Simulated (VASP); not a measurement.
# Tm (Fm-3m) in VASP: electric field gradients with LDA

Aim: the electric field gradients of Tm with LDA.

Everything below comes from runs of VASP 6.6.1. Logs are shortened: lines on timing, memory, paths and dates and some standing lists are left out, and cuts for length are marked.

**1. The cell of the first run**

It takes space group Fm-3m (No. 225, cubic). The conventional cell has a = 4.936 Å, b = 4.936 Å, c = 4.936 Å, α = 90.00°, β = 90.00°, γ = 90.00°. Within 4.6 Å of Tm (site symmetry m-3m) lie 12 Tm at 3.49 Å.

This isn't the form of Tm at room conditions, which is hcp.

**2. Electric field gradients, LDA, collinear spin, ferromagnetic start**

Contents of INCAR:

```
SYSTEM = Tm
PREC = Accurate
ENCUT = 520
EDIFF = 1E-8
ISMEAR = -1
SIGMA = 0.05
LREAL = .False.
LASPH = .True.
NELM = 150
ALGO = Normal
ISIF = 2
LWAVE = .False.
LCHARG = .False.
ISPIN = 2
MAGMOM = 2
LORBIT = 11
LMAXMIX = 6
GGA = CA
LEFG = .True.
NBANDS = 22
```

Contents of KPOINTS:

```
Automatic mesh
0
Gamma
  14 14 14
  0 0 0
```

Contents of POSCAR:

```
Tm
1.0
    0.0000000000      2.4680255249      2.4680255249
    2.4680255249      0.0000000000      2.4680255249
    2.4680255249      2.4680255249      0.0000000000
Tm
1
Direct
    0.0000000000      0.0000000000      0.0000000000
```

Potentials or basis: VASP PAW PBE potentials, release 64 (Tm).

Started as:

```bash
$ cat potpaw_PBE.64/Tm/POTCAR > POTCAR
$ mpirun -np 1 vasp_std > vasp.out
```

OUTCAR:

```text
SYSTEM = Tm
   PREC = Accurate
   ENCUT = 520
   EDIFF = 1E-8
   ISMEAR = -1
   LREAL = .False.
   LASPH = .True.
   NELM = 150
   ISIF = 2
   ISPIN = 2
   LORBIT = 11
   GGA = CA

 ion  position               nearest neighbor table
   1  0.000  0.000  0.000-

  LATTYP: Found a face centered cubic cell.
 ALAT       =     4.9360510498

  Lattice vectors:

 A1 = (   0.0000000000,   2.4680255249,   2.4680255249)
 A2 = (   2.4680255249,   0.0000000000,   2.4680255249)
 A3 = (   2.4680255249,   2.4680255249,   0.0000000000)

Analysis of symmetry for initial positions (statically):
=====================================================================
 Subroutine PRICEL returns:
 Original cell was already a primitive cell.

 Routine SETGRP: Setting up the symmetry group for a
 face centered cubic supercell.

 Subroutine GETGRP returns: Found 48 space group operations
 (whereof 48 operations were pure point group operations)
 out of a pool of 48 trial point group operations.

The static configuration has the point symmetry O_h .

Analysis of symmetry for dynamics (positions and initial velocities):
=====================================================================
 Subroutine PRICEL returns:
 Original cell was already a primitive cell.

 Routine SETGRP: Setting up the symmetry group for a
 face centered cubic supercell.

 Subroutine GETGRP returns: Found 48 space group operations
 (whereof 48 operations were pure point group operations)
 out of a pool of 48 trial point group operations.

The dynamic configuration has the point symmetry O_h .

Analysis of structural, dynamic, and magnetic symmetry:
=====================================================================
 Subroutine PRICEL returns:
 Original cell was already a primitive cell.

 Routine SETGRP: Setting up the symmetry group for a
 face centered cubic supercell.

 Subroutine GETGRP returns: Found 48 space group operations
 (whereof 48 operations were pure point group operations)
 out of a pool of 48 trial point group operations.

The overall configuration has the point symmetry O_h .

 Subroutine INISYM returns: Found 48 space group operations
 (whereof 48 operations are pure point group operations),
 and found     1 'primitive' translations

----------------------------------------------------------------------------------------

                                     Primitive cell

  volume of cell :      30.0662

  direct lattice vectors                    reciprocal lattice vectors
     0.000000000  2.468025525  2.468025525    -0.202591098  0.202591098  0.202591098
     2.468025525  0.000000000  2.468025525     0.202591098 -0.202591098  0.202591098
     2.468025525  2.468025525  0.000000000     0.202591098  0.202591098 -0.202591098

  length of vectors
     3.490315170  3.490315170  3.490315170     0.350898074  0.350898074  0.350898074

  position of ions in fractional coordinates (direct lattice)
     0.000000000  0.000000000  0.000000000

  ion indices of the primitive-cell ions
   primitive index   ion index
                 1           1

----------------------------------------------------------------------------------------

 KPOINTS: Automatic mesh

Automatic generation of k-mesh.
 Grid dimensions read from file:
 generate k-points for:   14   14   14

 Generating k-lattice:

  Cartesian coordinates                     Fractional coordinates (reciprocal lattice)
    -0.014470793  0.014470793  0.014470793     0.071428571  0.000000000  0.000000000
     0.014470793 -0.014470793  0.014470793     0.000000000  0.071428571  0.000000000
     0.014470793  0.014470793 -0.014470793     0.000000000  0.000000000  0.071428571

  Length of vectors
     0.025064148  0.025064148  0.025064148

  Shift w.r.t. Gamma in fractional coordinates (k-lattice)
     0.000000000  0.000000000  0.000000000

 Subroutine IBZKPT returns following result:
 ===========================================

 Found    104 irreducible k-points:
[... 35 lines left out ...]
   NGXF,Y,Z  is equivalent  to a cutoff of  26.67, 26.67, 26.67 a.u.
 SYSTEM =  Tm
   PREC   = accura    normal or accurate (medium, high low for compatibility)
   ISTART =      0    job   : 0-new  1-cont  2-samecut
   ICHARG =      2    charge: 1-file 2-atom 10-const
   ISPIN  =      2    spin polarized calculation?
   LNONCOLLINEAR =      F non collinear calculations
   LSORBIT =      F    spin-orbit coupling
   LASPH  =      T    aspherical Exc in radial PAW
   ENCUT  =  520.0 eV  38.22 Ry    6.18 a.u.   6.49  6.49  6.49*2*pi/ulx,y,z
   NELM   =    150;   NELMIN=  2; NELMDL= -5     # of ELM steps
   EDIFF  = 0.1E-07   stopping-criterion for ELM
   LREAL  =      F    real-space projection
   EDIFFG = 0.1E-06   stopping-criterion for IOM
   NSW    =      0    number of steps for IOM
   IBRION =     -1    ionic relax: 0-MD 1-quasi-New 2-CG
   NFREE  =      0    steps in history (QN), initial steepest desc. (CG)
   ISIF   =      2    stress and relaxation
   ISYM   =      2    0-nonsym 1-usesym 2-fastsym
   POTIM  = 0.5000    time-step for ionic-motion
   TEBEG  =    0.0;   TEEND  =   0.0 temperature during run
   PSTRESS=    0.0 pullay stress
   NELECT =      23.0000    total number of electrons
   NUPDOWN=      -1.0000    fix difference up-down
   EMIN   =  10.00;   EMAX   =-10.00  energy-range for DOS
   EFERMI =   0.00;   METHOD = LEGACY
   ISMEAR =    -1;   SIGMA  =   0.05  broadening in eV -4-tet -1-fermi 0-gaus
   EFERMI_NEDOS =   21; number of points for ismear=-14 and -15
   IALGO  =     38    algorithm
   IMIX   =      4    mixing-type and parameters
     AMIX     =   0.40;   BMIX     =  1.00
     AMIX_MAG =   1.60;   BMIX_MAG =  1.00
  volume/ion in A,a.u.               =      30.07       202.90
  Fermi-wavevector in a.u.,A,eV,Ry     =   1.497239  2.829371 30.500515  2.241725
  Thomas-Fermi vector in A             =   2.609152
   LORBIT       =     11    0 simple, 1 ext, 2 COOP (PROOUT), +10 PAW based schemes
   GGA     = CA    functional components
   LHFCALC =     F    Hartree Fock is set to
   AEXX    =    0.0000 exact exchange contribution
   IVDW    =     0    specifies the selected vdW correction
   LEPSILON=     F    determine dielectric tensor
   LRPA    =     F    only Hartree local field effects (RPA)
 spin polarized calculation
  energy-cutoff  :      520.00
  volume of cell :       30.07
 maximum number of plane-waves:       869
 NGX is ok and might be reduce to    28
   NGX = 13   NGY = 13   NGZ = 13

 number of electron      23.0000007 magnetization       1.0806086

 Free energy of the ion-electron system (eV)
  ---------------------------------------------------
  ext. energy  EPLUGINS =         0.00000000
  ---------------------------------------------------
  free energy    TOTEN  =        -4.60241860 eV

  energy without entropy =       -4.48937860  energy(sigma->0) =       -4.54589860

 E-fermi :   1.9576     XC(G=0): -10.6094

 val. band max:        1.9554934572   @ k =  -0.4286   0.4286   0.1429
 cond. band min:       1.9588197779   @ k =  -0.3571   0.2857   0.0000
 fundamental gap:      0.0033263207
 Fermi energy:         1.9575652730

 spin component 1

 k-point     1 :       0.0000    0.0000    0.0000
  band No.  band energies     occupation
      1     -47.9783      1.00000
      2     -21.0992      1.00000
      3     -21.0992      1.00000
      4     -21.0992      1.00000
      5      -3.3043      1.00000
      6       0.8016      1.00000
[... 589 lines left out ...]
     21      17.1592      0.00000
     22      19.4500      0.00000

 [... further k-points ...]

 spin component 2

 k-point     1 :       0.0000    0.0000    0.0000
  band No.  band energies     occupation
      1     -47.5218      1.00000
      2     -20.7817      1.00000
      3     -20.7817      1.00000
      4     -20.7817      1.00000
      5      -3.3652      1.00000
      6       1.6857      0.99567
[... 589 lines left out ...]
     21      17.1447      0.00000
     22      19.4608      0.00000

 [... further k-points ...]
[... 5 lines left out ...]
  --------------------------------------------------------------------------------------
  -------------------------------------------------------------------------------------
  Total       -0.2269836     -0.2269836     -0.2269836     -0.0000000     -0.0000000      0.0000000
  in kB      -12.0955650    -12.0955650    -12.0955650     -0.0000000     -0.0000000      0.0000000
  external PRESSURE =     -12.0955650 kB  Pullay stress =       0.0000000 kB

 VOLUME and BASIS-vectors are now :
 -----------------------------------------------------------------------------
  energy-cutoff  :      520.00
  volume of cell :       30.07
      direct lattice vectors                 reciprocal lattice vectors
     0.000000000  2.468025525  2.468025525    -0.202591098  0.202591098  0.202591098
     2.468025525  0.000000000  2.468025525     0.202591098 -0.202591098  0.202591098
     2.468025525  2.468025525  0.000000000     0.202591098  0.202591098 -0.202591098

 POSITION                                       TOTAL-FORCE (eV/Angst)
 -----------------------------------------------------------------------------------
      0.00000      0.00000      0.00000        -0.000000     -0.000000     -0.000000
 -----------------------------------------------------------------------------------
    total drift:                               -0.000000     -0.000000     -0.000000

  FREE ENERGIE OF THE ION-ELECTRON SYSTEM (eV)
  ---------------------------------------------------
  free  energy   TOTEN  =        -4.6024186012 eV

  energy  without entropy=       -4.4893786021  energy(sigma->0) =       -4.54589860

 Electric field gradients (V/A^2)
---------------------------------------------------------------------
 ion       V_xx      V_yy      V_zz      V_xy      V_xz      V_yz
---------------------------------------------------------------------
   1       0.000    -0.000     0.000    -0.001    -0.001    -0.001
---------------------------------------------------------------------

 Electric field gradients after diagonalization (V/A^2)
 (convention: |V_zz| > |V_xx| > |V_yy|)
----------------------------------------------------------------------
 ion       V_xx      V_yy      V_zz     asymmetry (V_yy - V_xx)/ V_zz
----------------------------------------------------------------------
   1       0.001     0.001    -0.002       0.000
----------------------------------------------------------------------

           NMR quadrupolar parameters

 Cq : quadrupolar parameter    Cq=e*Q*V_zz/h
 eta: asymmetry parameters     (V_yy - V_xx)/ V_zz
 Q  : nuclear electric quadrupole moment in mb (millibarn)
----------------------------------------------------------------------
 ion       Cq(MHz)       eta       Q (mb)
----------------------------------------------------------------------
   1      -0.000       0.000       1.000
----------------------------------------------------------------------

 total charge

# of ion       s       p       d       f       tot
--------------------------------------------------
    1        2.225   5.902   0.388  12.536  21.051

 magnetization (x)

# of ion       s       p       d       f       tot
--------------------------------------------------
    1        0.003  -0.024  -0.032   1.203   1.150
```

Wall time 3 min (1 thread of Intel Xeon 6975P-C (Granite Rapids), shared host); peak memory 0.25 GiB.

What came out:

| Property | Result |
| --- | --- |
| Free energy | -4.6024 eV |
| Pressure | -1.2 GPa |
| Net moment | 1.08 μB per cell |
| Site moments | Tm +1.15 μB |
| Largest electric field gradient by atom | under 0.05 V/Å² on every atom |
| Valence electrons inside the program's atomic spheres | Tm 21.05 |

Levels at points of the mesh, in eV from the Fermi level:
Spin up:
```csv
k point,band 10,band 11,band 12,band 13,band 14,band 15
"(0.00, 0.00, 0.00)",-0.84,-0.84,-0.84,2.86,2.86,2.86
"(0.50, 0.00, 0.00)",-0.94,-0.94,-0.83,1.19,2.61,2.61
"(0.50, 0.50, 0.00)",-0.96,-0.96,-0.95,-0.29,2.83,7.29
```
Spin down:
```
           k point  band 10  band 11  band 12  band 13  band 14  band 15
(0.00, 0.00, 0.00)    -0.01    -0.01    -0.01     2.88     2.88     2.88
(0.50, 0.00, 0.00)    -0.02    -0.02    -0.01     1.22     2.63     2.63
(0.50, 0.50, 0.00)    -0.13    -0.05    -0.05    -0.02     2.83     7.41
```

Caveat: the magnetic or orbital state may not be the lowest; the PAW data sets were made with another functional, which shifts forces and pressure a little; spin-orbit coupling is left out, which moves the levels of the heavy elements; semilocal functionals describe open f shells poorly, which spoils levels, moments and volumes. The state reached can hang on the start; a lower one may exist.
